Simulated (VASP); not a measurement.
# Ta3TeH2 (P-3m1) in VASP: a series of runs, part 3 of 4

VASP 6.6.1. The steps go on from the part before.

## 5. Single point, PBE

INCAR reads:

```
SYSTEM = Ta3TeH2
PREC = Accurate
ENCUT = 520
EDIFF = 1E-6
ISMEAR = 0
SIGMA = 0.1
LREAL = .False.
LASPH = .True.
NELM = 80
ALGO = Normal
ISIF = 2
LWAVE = .False.
LCHARG = .False.
GGA = PE
NBANDS = 30
```

KPOINTS reads:

```
Automatic mesh
0
Gamma
  12 12 4
  0 0 0
```

POSCAR reads:

```
Ta3TeH2
1.0
    3.2791977189      0.0000000000      0.0000000000
   -1.6395988594      2.8398685286      0.0000000000
    0.0000000000      0.0000000000      8.8444226247
Ta Te H
3 1 2
Direct
    0.6666666667      0.3333333333      0.7510467523
    0.0000000000      0.0000000000      0.0000000000
    0.3333333333      0.6666666667      0.2489532477
    0.0000000000      0.0000000000      0.5000000000
    0.3333333333      0.6666666667      0.8591890211
    0.6666666667      0.3333333333      0.1408109789
```

Potentials or basis: VASP PAW PBE potentials, release 64 (Ta_pv, Te, H).

The run is started by

```
$ cat potpaw_PBE.64/Ta_pv/POTCAR potpaw_PBE.64/Te/POTCAR potpaw_PBE.64/H/POTCAR > POTCAR
$ mpirun -np 1 vasp_std > vasp.out
```

OUTCAR:

```text
SYSTEM = Ta3TeH2
   PREC = Accurate
   ENCUT = 520
   EDIFF = 1E-6
   ISMEAR = 0
   LREAL = .False.
   LASPH = .True.
   NELM = 80
   ISIF = 2
   GGA = PE

 ion  position               nearest neighbor table
   1  0.667  0.333  0.751-   5 2.12   5 2.12   5 2.12   2 2.90   2 2.90   2 2.90   4 2.92   4 2.92
                             4 2.92
   2  0.000  0.000  0.000-   1 2.90   3 2.90   3 2.90   1 2.90   1 2.90   3 2.90
   3  0.333  0.667  0.249-   6 2.12   6 2.12   6 2.12   2 2.90   2 2.90   2 2.90   4 2.92   4 2.92
                             4 2.92
   4  0.000  0.000  0.500-   1 2.92   3 2.92   3 2.92   1 2.92   1 2.92   3 2.92
   5  0.333  0.667  0.859-   1 2.12   1 2.12   1 2.12
   6  0.667  0.333  0.141-   3 2.12   3 2.12   3 2.12

  LATTYP: Found a hexagonal cell.
 ALAT       =     3.2791977189
 C/A-ratio  =     2.6971300247

  Lattice vectors:

 A1 = (   3.2791977189,   0.0000000000,   0.0000000000)
 A2 = (  -1.6395988594,   2.8398685286,   0.0000000000)
 A3 = (   0.0000000000,   0.0000000000,   8.8444226247)

Analysis of symmetry for initial positions (statically):
=====================================================================
 Subroutine PRICEL returns:
 Original cell was already a primitive cell.

 Routine SETGRP: Setting up the symmetry group for a
 hexagonal supercell.

 Subroutine GETGRP returns: Found 12 space group operations
 (whereof 12 operations were pure point group operations)
 out of a pool of 24 trial point group operations.

The static configuration has the point symmetry D_3d.

Analysis of symmetry for dynamics (positions and initial velocities):
=====================================================================
 Subroutine PRICEL returns:
 Original cell was already a primitive cell.

 Routine SETGRP: Setting up the symmetry group for a
 hexagonal supercell.

 Subroutine GETGRP returns: Found 12 space group operations
[... 125 lines left out ...]
   EFERMI =   0.00;   METHOD = LEGACY
   ISMEAR =     0;   SIGMA  =   0.10  broadening in eV -4-tet -1-fermi 0-gaus
   EFERMI_NEDOS =   21; number of points for ismear=-14 and -15
   IALGO  =     38    algorithm
   IMIX   =      4    mixing-type and parameters
     AMIX     =   0.40;   BMIX     =  1.00
     AMIX_MAG =   1.60;   BMIX_MAG =  1.00
  volume/ion in A,a.u.               =      13.73        92.64
  Fermi-wavevector in a.u.,A,eV,Ry     =   1.297451  2.451827 22.903768  1.683379
  Thomas-Fermi vector in A             =   2.428843
   LORBIT       =      0    0 simple, 1 ext, 2 COOP (PROOUT), +10 PAW based schemes
   GGA     = PE    functional components
   LHFCALC =     F    Hartree Fock is set to
   AEXX    =    0.0000 exact exchange contribution
   IVDW    =     0    specifies the selected vdW correction
   LEPSILON=     F    determine dielectric tensor
   LRPA    =     F    only Hartree local field effects (RPA)
 non-spin polarized calculation
 Gauss-broadening in eV      SIGMA  =   0.10
  energy-cutoff  :      520.00
  volume of cell :       82.36
 maximum number of plane-waves:      2244
   NGX = 13   NGY = 13   NGZ = 33

 number of electron      40.9999994 magnetization

 Free energy of the ion-electron system (eV)
  ---------------------------------------------------
  ext. energy  EPLUGINS =         0.00000000
  ---------------------------------------------------
  free energy    TOTEN  =       -44.75331436 eV

  energy without entropy =      -44.73776549  energy(sigma->0) =      -44.74553993

 E-fermi :   7.4434     XC(G=0): -12.0930

 val. band max:        7.4267471960   @ k =   0.0000   0.0000   0.5000
 cond. band min:       7.4524687863   @ k =   0.2500   0.0833   0.2500
 fundamental gap:      0.0257215903
 Fermi energy:         7.4434080240

 k-point     1 :       0.0000    0.0000    0.0000
  band No.  band energies     occupation
      1     -27.2969      2.00000
      2     -27.0082      2.00000
      3     -26.8795      2.00000
      4     -26.8795      2.00000
      5     -26.8199      2.00000
      6     -26.8199      2.00000
[... 781 lines left out ...]
     29      11.9289      0.00000
     30      12.4638      0.00000

 [... further k-points ...]
[... 5 lines left out ...]
  --------------------------------------------------------------------------------------
  -------------------------------------------------------------------------------------
  Total        0.0268079      0.0268079      0.0199366      0.0000000      0.0000000      0.0000000
  in kB        0.5214799      0.5214799      0.3878166      0.0000000      0.0000000      0.0000000
  external PRESSURE =       0.4769255 kB  Pullay stress =       0.0000000 kB

 VOLUME and BASIS-vectors are now :
 -----------------------------------------------------------------------------
  energy-cutoff  :      520.00
  volume of cell :       82.36
      direct lattice vectors                 reciprocal lattice vectors
     3.279197719  0.000000000  0.000000000     0.304952640  0.176064489  0.000000000
    -1.639598859  2.839868529  0.000000000     0.000000000  0.352128977  0.000000000
     0.000000000  0.000000000  8.844422625     0.000000000  0.000000000  0.113065606

 POSITION                                       TOTAL-FORCE (eV/Angst)
 -----------------------------------------------------------------------------------
      1.63960      0.94662      6.64257        -0.000000     -0.000000     -0.004978
      0.00000      0.00000      0.00000         0.000000      0.000000      0.000000
     -0.00000      1.89325      2.20185         0.000000      0.000000      0.004978
      0.00000      0.00000      4.42221         0.000000      0.000000      0.000000
     -0.00000      1.89325      7.59903         0.000000      0.000000      0.001760
      1.63960      0.94662      1.24539         0.000000      0.000000     -0.001760
 -----------------------------------------------------------------------------------
    total drift:                                0.000000     -0.000000      0.000000

  FREE ENERGIE OF THE ION-ELECTRON SYSTEM (eV)
  ---------------------------------------------------
  free  energy   TOTEN  =       -44.7533143642 eV

  energy  without entropy=      -44.7377654912  energy(sigma->0) =      -44.74553993
```

OSZICAR:

```text
N       E                     dE             d eps       ncg     rms          rms(c)
DAV:   1     0.340611122212E+03    0.34061E+03   -0.21262E+04  4148   0.132E+03
DAV:   2    -0.325354341065E+02   -0.37315E+03   -0.36391E+03  4744   0.380E+02
DAV:   3    -0.470913427940E+02   -0.14556E+02   -0.14195E+02  5300   0.686E+01
DAV:   4    -0.473338541413E+02   -0.24251E+00   -0.24091E+00  5148   0.840E+00
DAV:   5    -0.473375258391E+02   -0.36717E-02   -0.36704E-02  5150   0.105E+00    0.245E+01
DAV:   6    -0.454191827977E+02    0.19183E+01   -0.11622E+01  5316   0.176E+01    0.122E+01
DAV:   7    -0.452676445539E+02    0.15154E+00   -0.81450E+00  5306   0.124E+01    0.592E+00
DAV:   8    -0.447624310407E+02    0.50521E+00   -0.37421E+00  5338   0.811E+00    0.112E+00
DAV:   9    -0.447543989840E+02    0.80321E-02   -0.17801E-01  5166   0.261E+00    0.672E-01
DAV:  10    -0.447537700583E+02    0.62893E-03   -0.11136E-02  5104   0.590E-01    0.469E-01
DAV:  11    -0.447533267644E+02    0.44329E-03   -0.26793E-03  5300   0.408E-01    0.164E-01
DAV:  12    -0.447533276790E+02   -0.91460E-06   -0.22872E-04  4890   0.105E-01    0.353E-02
DAV:  13    -0.447533143554E+02    0.13324E-04   -0.36513E-05  5360   0.511E-02    0.133E-02
DAV:  14    -0.447533143642E+02   -0.88176E-08   -0.59362E-06  4842   0.169E-02
   1 F= -.44753314E+02 E0= -.44745540E+02  d E =-.155489E-01
```

stdout:

```text
POSCAR found type information on POSCAR TaTeH
 POSCAR found :  3 types and       6 ions
 scaLAPACK will be used
 LDA part: xc-table for (Slater+PW92), standard interpolation
 POSCAR, INCAR and KPOINTS ok, starting setup
 FFT: planning ... GRIDC
 FFT: planning ... GRID_SOFT
 FFT: planning ... GRID
 WAVECAR not read
 entering main loop
```

Run time: 54 s. Hardware: 1 thread of Intel Xeon 6975P-C (Granite Rapids), shared host; peak memory 0.29 GiB.

Results:

```yaml
Free_energy: -44.7533 eV
Pressure: 0.0 GPa
Largest_force: 0.005 eV/Å
```

Forces on the atoms (eV/Å):
```
Ta   0.000  0.000 -0.005
Ta   0.000  0.000  0.000
Ta   0.000  0.000  0.005
Te   0.000  0.000  0.000
H    0.000  0.000  0.002
H    0.000  0.000 -0.002
```

Caveat: spin-orbit coupling is left out, which moves the levels of the heavy elements.

[end of part 3 of 4]
